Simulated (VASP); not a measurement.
# Na3Tl2Cl (P6/mmm) in VASP: notebook, part 2 of 2

VASP 6.6.1. The steps go on from the part before.

### Step 3. Single point, PBE

This run uses another cell than the first one, of 25.72 Å³/atom, 0.786 times its volume.

File INCAR:

```
SYSTEM = Na3Tl2Cl
PREC = Accurate ; ENCUT = 520
EDIFF = 1E-6 ; ISMEAR = 0
SIGMA = 0.1 ; LREAL = .FALSE.
LASPH = .TRUE. ; NELM = 100
ALGO = Normal ; ISIF = 2
LWAVE = .FALSE. ; LCHARG = .FALSE.
GGA = PE ; NBANDS = 36
```

File KPOINTS:

```
regular mesh
0
G
  3 3 4
  0 0 0
```

File POSCAR:

```
Na3Tl2Cl
1.0
    6.1156259000      0.0000000000      0.0000000000
   -3.0578129500      5.2962873900      0.0000000000
    0.0000000000      0.0000000000      4.7647167100
Na Tl Cl
3 2 1
Direct
    0.5000000000      0.0000000000      0.5000000000
    0.0000000000      0.5000000000      0.5000000000
    0.5000000000      0.5000000000      0.5000000000
    0.3333333300      0.6666666700      0.0000000000
    0.6666666700      0.3333333300      0.0000000000
    0.0000000000      0.0000000000      0.0000000000
```

Potentials or basis: VASP PAW PBE potentials, release 64 (Na_pv, Tl_d, Cl).

Launch:

```bash
cat potpaw_PBE.64/Na_pv/POTCAR potpaw_PBE.64/Tl_d/POTCAR potpaw_PBE.64/Cl/POTCAR > POTCAR
mpirun -np 1 vasp_std > vasp.out
```

OUTCAR:

```text
SYSTEM = Na3Tl2Cl
   PREC = Accurate
   ENCUT = 520
   EDIFF = 1E-6
   ISMEAR = 0
   LREAL = .FALSE.
   LASPH = .TRUE.
   NELM = 100
   ISIF = 2
   GGA = PE

 ion  position               nearest neighbor table
   1  0.500  0.000  0.500-   4 2.97   5 2.97   4 2.97   5 2.97
   2  0.000  0.500  0.500-   4 2.97   5 2.97   4 2.97   5 2.97
   3  0.500  0.500  0.500-   4 2.97   5 2.97   4 2.97   5 2.97
   4  0.333  0.667  0.000-   2 2.97   2 2.97   1 2.97   1 2.97   3 2.97   3 2.97   5 3.53   5 3.53
                             5 3.53
   5  0.667  0.333  0.000-   2 2.97   2 2.97   1 2.97   1 2.97   3 2.97   3 2.97   4 3.53   4 3.53
                             4 3.53
   6  0.000  0.000  0.000-

  LATTYP: Found a hexagonal cell.
 ALAT       =     6.1156259000
 C/A-ratio  =     0.7791053259

  Lattice vectors:

 A1 = (   6.1156259000,   0.0000000000,   0.0000000000)
 A2 = (  -3.0578129500,   5.2962873900,   0.0000000000)
 A3 = (   0.0000000000,   0.0000000000,   4.7647167100)

Analysis of symmetry for initial positions (statically):
=====================================================================
 Subroutine PRICEL returns:
 Original cell was already a primitive cell.

 Routine SETGRP: Setting up the symmetry group for a
 hexagonal supercell.

 Subroutine GETGRP returns: Found 24 space group operations
 (whereof 24 operations were pure point group operations)
 out of a pool of 24 trial point group operations.

The static configuration has the point symmetry D_6h.

Analysis of symmetry for dynamics (positions and initial velocities):
=====================================================================
 Subroutine PRICEL returns:
 Original cell was already a primitive cell.

 Routine SETGRP: Setting up the symmetry group for a
 hexagonal supercell.

 Subroutine GETGRP returns: Found 24 space group operations
[... 115 lines left out ...]
     AMIX_MAG =   1.60;   BMIX_MAG =  1.00
  volume/ion in A,a.u.               =      25.72       173.58
  Fermi-wavevector in a.u.,A,eV,Ry     =   1.153603  2.179993 18.106620  1.330799
  Thomas-Fermi vector in A             =   2.290245
   LORBIT       =      0    0 simple, 1 ext, 2 COOP (PROOUT), +10 PAW based schemes
   GGA     = PE    functional components
   LHFCALC =     F    Hartree Fock is set to
   AEXX    =    0.0000 exact exchange contribution
   IVDW    =     0    specifies the selected vdW correction
   LEPSILON=     F    determine dielectric tensor
   LRPA    =     F    only Hartree local field effects (RPA)
 non-spin polarized calculation
 Gauss-broadening in eV      SIGMA  =   0.10
  energy-cutoff  :      520.00
  volume of cell :      154.33
 maximum number of plane-waves:      4169
 NGX is ok and might be reduce to    48
   NGX = 23   NGY = 23   NGZ = 17

 number of electron      53.9999965 magnetization

 Free energy of the ion-electron system (eV)
  ---------------------------------------------------
  ext. energy  EPLUGINS =         0.00000000
  ---------------------------------------------------
  free energy    TOTEN  =       -10.64447719 eV

  energy without entropy =      -10.61016908  energy(sigma->0) =      -10.62732313

 E-fermi :   3.7107     XC(G=0):  -8.5957

 val. band max:        3.6946419693   @ k =   0.3333  -0.0000   0.2500
 cond. band min:       3.7584446823   @ k =   0.3333  -0.0000   0.2500
 fundamental gap:      0.0638027130
 Fermi energy:         3.7107361776

 k-point     1 :       0.0000    0.0000    0.0000
  band No.  band energies     occupation
      1     -21.2474      2.00000
      2     -21.1813      2.00000
      3     -21.1813      2.00000
      4     -21.1341      2.00000
      5     -21.1098      2.00000
      6     -21.1098      2.00000
[... 340 lines left out ...]
     35      10.8853      0.00000
     36      11.2139      0.00000

------------------------ aborting loop because EDIFF is reached ----------------------------------------

  FORCE on cell =-STRESS in cart. coord.  units (eV):
  Direction    XX          YY          ZZ          XY          YZ          ZX
  --------------------------------------------------------------------------------------
  -------------------------------------------------------------------------------------
  Total        4.3978544      4.3978544      7.6781352      0.0000000      0.0000000      0.0000000
  in kB       45.6564238     45.6564238     79.7107322      0.0000000      0.0000000      0.0000000
  external PRESSURE =      57.0078600 kB  Pullay stress =       0.0000000 kB

 VOLUME and BASIS-vectors are now :
 -----------------------------------------------------------------------------
  energy-cutoff  :      520.00
  volume of cell :      154.33
      direct lattice vectors                 reciprocal lattice vectors
     6.115625900  0.000000000  0.000000000     0.163515561  0.094405753  0.000000000
    -3.057812950  5.296287390  0.000000000     0.000000000  0.188811506  0.000000000
     0.000000000  0.000000000  4.764716710     0.000000000  0.000000000  0.209876066

 POSITION                                       TOTAL-FORCE (eV/Angst)
 -----------------------------------------------------------------------------------
      3.05781      0.00000      2.38236        -0.000000      0.000000      0.000000
     -1.52891      2.64814      2.38236        -0.000000      0.000000      0.000000
      1.52891      2.64814      2.38236        -0.000000      0.000000      0.000000
     -0.00000      3.53086      0.00000         0.000000      0.000000      0.000000
      3.05781      1.76543      0.00000        -0.000000      0.000000      0.000000
      0.00000      0.00000      0.00000        -0.000000      0.000000      0.000000
 -----------------------------------------------------------------------------------
    total drift:                               -0.000000      0.000000     -0.000000

  FREE ENERGIE OF THE ION-ELECTRON SYSTEM (eV)
  ---------------------------------------------------
  free  energy   TOTEN  =       -10.6444771903 eV

  energy  without entropy=      -10.6101690787  energy(sigma->0) =      -10.62732313
```

OSZICAR:

```text
N       E                     dE             d eps       ncg     rms          rms(c)
DAV:   1     0.472787777527E+03    0.47279E+03   -0.27539E+04   648   0.157E+03
DAV:   2     0.311758507892E+02   -0.44161E+03   -0.43065E+03   672   0.424E+02
DAV:   3    -0.902904640064E+01   -0.40205E+02   -0.38940E+02   756   0.120E+02
DAV:   4    -0.109426214440E+02   -0.19136E+01   -0.19017E+01   700   0.221E+01
DAV:   5    -0.109849041115E+02   -0.42283E-01   -0.42275E-01   884   0.379E+00    0.367E+00
DAV:   6    -0.106641046067E+02    0.32080E+00   -0.72565E-01   696   0.322E+00    0.247E+00
DAV:   7    -0.106451441427E+02    0.18960E-01   -0.11053E-01   688   0.144E+00    0.131E+00
DAV:   8    -0.106422214424E+02    0.29227E-02   -0.14947E-02   700   0.725E-01    0.309E-01
DAV:   9    -0.106439023883E+02   -0.16809E-02   -0.47828E-03   688   0.346E-01    0.130E-01
DAV:  10    -0.106442607622E+02   -0.35837E-03   -0.55842E-04   684   0.123E-01    0.484E-02
DAV:  11    -0.106444522088E+02   -0.19145E-03   -0.24242E-04   672   0.620E-02    0.172E-02
DAV:  12    -0.106444746695E+02   -0.22461E-04   -0.31600E-05   700   0.248E-02    0.788E-03
DAV:  13    -0.106444770524E+02   -0.23828E-05   -0.39332E-06   548   0.825E-03    0.176E-03
DAV:  14    -0.106444771903E+02   -0.13795E-06   -0.20219E-07   484   0.270E-03
   1 F= -.10644477E+02 E0= -.10627323E+02  d E =-.343081E-01
```

stdout:

```text
POSCAR found type information on POSCAR NaTlCl
 POSCAR found :  3 types and       6 ions
 scaLAPACK will be used
 LDA part: xc-table for (Slater+PW92), standard interpolation
 POSCAR, INCAR and KPOINTS ok, starting setup
 FFT: planning ... GRIDC
 FFT: planning ... GRID_SOFT
 FFT: planning ... GRID
 WAVECAR not read
 entering main loop
```

Run time: 44 s. Hardware: 1 thread of Intel Xeon Platinum 8259CL at 2.50GHz (Skylake/Cascade Lake), shared host; peak memory 0.28 GiB.

Results:

- Free energy: -10.6445 eV
- Pressure: 5.7 GPa
- Band gap on the k mesh: zero (band 27 reaches 4.77 eV, above the bottom of band 28 at 2.92 eV)

Caveat: the k points lie up to 0.40 Å⁻¹ apart; spin-orbit coupling is left out, which moves the levels of the heavy elements.
